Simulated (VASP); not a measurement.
Write the native input for VASP 6.6.1 that does the following.

| Quantity | Value |
| --- | --- |
| Task | single point |
| Functional | r2SCAN |
| Potentials or basis | VASP PAW PBE potentials, release 64 (W_sv, C) |
| Cutoff | 520 eV |
| k mesh | 18 × 18 × 18 |
| Occupations | gaussian, width 0.15 eV |
| Spin | no spin polarisation |
| Dipole correction | no |
| Further INCAR settings | ALGO = Normal; EDIFF = 1e-07; NBANDS = 16 |

The system is WC.

```xyz
2
Lattice="0.0000 2.1927 2.1927 2.1927 0.0000 2.1927 2.1927 2.1927 0.0000" Properties=species:S:1:pos:R:3 pbc="T T T"
W     0.0000    0.0000    0.1000
C     2.1927    2.1927    2.1927
```

This cell differs from its parent crystal: all W atoms moved -0.100 Å, as atom 1 towards its neighbour atom 2 (C) at 2.193 Å.

One way to write it, as run:

POSCAR

```
WC
1.0
    0.0000000000      2.1926840000      2.1926840000
    2.1926840000      0.0000000000      2.1926840000
    2.1926840000      2.1926840000      0.0000000000
W C
1 1
Direct
    0.0228031034      0.0228031034     -0.0228031034
    0.5000000000      0.5000000000      0.5000000000
```

INCAR.step1

```
ALGO = Normal
EDIFF = 1E-4
ENCUT = 520
GGA = PE
ISMEAR = 0
LASPH = True
LCHARG = False
LREAL = False
LWAVE = True
NBANDS = 16
NELM = 80
PREC = Accurate
SIGMA = 0.15
```

INCAR.step2

```
ALGO = Normal
EDIFF = 1E-7
ENCUT = 520
ISIF = 2
ISMEAR = 0
ISTART = 1
LASPH = True
LCHARG = True
LELF = True
LMIXTAU = True
LREAL = False
LVHAR = True
LWAVE = False
METAGGA = R2SCAN
NBANDS = 16
NELM = 80
PREC = Accurate
SIGMA = 0.15
```

KPOINTS

```
k-points
0
Gamma
  18 18 18
```

Potentials or basis: VASP PAW PBE potentials, release 64 (W_sv, C).

Run with:

```bash
$ cat potpaw_PBE.64/W_sv/POTCAR potpaw_PBE.64/C/POTCAR > POTCAR
$ cp INCAR.step1 INCAR
$ mpirun -np 1 vasp_std > vasp.out
$ cp INCAR.step2 INCAR
$ mpirun -np 1 vasp_std > vasp.out
```

Results of the run:

The pressure is -2.0 GPa, the largest force is 0.613 eV/Å and the band gap on the k mesh is zero (band 9 reaches 13.47 eV, above the bottom of band 10 at 10.32 eV).

Caveat: the cell differs from its parent crystal (all W atoms moved -0.100 Å, as atom 1 towards its neighbour atom 2 (C) at 2.193 Å); the PAW data sets were made with another functional, which shifts forces and pressure a little; spin-orbit coupling is left out, which moves the levels of the heavy elements.

Wall time 6.5 min on 1 thread of Intel Xeon 6975P-C (shared host), peak memory 0.28 GiB.
